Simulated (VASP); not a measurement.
Runs of VASP 6.6.1 on Pt. Symmetry: Fm-3m, No. 225, cubic system. Conventional cell: a = 3.922 Å, b = 3.922 Å, c = 3.922 Å, α = 90.00°, β = 90.00°, γ = 90.00°. Pt (site symmetry m-3m) has 12 Pt at 2.77 Å within 3.7 Å. 

```csv
smearing,gap on the mesh (eV),pressure (GPa)
gaussian 0.5 eV,none,10.8
gaussian 0.2 eV,none,9.7
gaussian 0.1 eV,none,(a)
gaussian 0.3 eV,none,10.1
```

Alike in all rows: task single point; level PBE; potentials or basis VASP PAW PBE potentials, release 64 (Pt); no spin polarisation; cell as given; k mesh 13 × 13 × 13; cutoff (eV) 500.

Task: Estimate the missing entries.

Result: (a) 9.5.

Caveats: the cell stands under pressure; spin-orbit coupling is left out, which moves the levels of the heavy elements; so wide a smearing shifts energies and pressures (at least some runs).

A k mesh can miss the band edges, and the runs leave out spin-orbit coupling on Pt.

A gap of «none» marks levels without a gap at the run's occupations.
